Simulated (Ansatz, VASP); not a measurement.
# Co in VASP and in Ansatz

```
Co
1.0
     2.45385    0.00000    0.00000
    -1.22692    2.12509    0.00000
     0.00000    0.00000    3.96764
Co
2
Cartesian
  0.0000 1.4167 0.9919
  1.2269 0.7084 2.9757
```

Alike in both runs: functional PBEsol; k mesh 14 × 14 × 8; occupations fermi-dirac, width 0.05 eV; collinear spin.

Ansatz relaxed the structure, and its values are those at the end. VASP's run is a single point on that final structure, the one shown.

|  | VASP | Ansatz |
| --- | --- | --- |
| version | VASP 6.6.1 | Ansatz 0.2.0 |
| potentials or method | VASP PAW PBE potentials, release 64 (Co), cutoff 520 eV | plane waves (420 eV) with PAW, scalar-relativistic |
| valence electrons in the cell | 18 | 34 |

Ansatz gave:

```
pressure (GPa)                                                : 0.0
net moment per atom (μB)                                      : 1.53
size of the moment on the site where the two differ most (μB) : 1.60
```

What did VASP give for the same quantities?

Pressure (GPa): -0.9; net moment per atom (μB): 1.53; size of the moment on the site where the two differ most (μB): 1.54.

VASP's potentials were made for PBE, not for PBEsol, and Ansatz warns of the same on its side. Site moments also hang on the region over which each program counts them. VASP's potentials hold 18 valence electrons a cell and Ansatz's 34, so a difference there can come from the potentials and not from the codes.
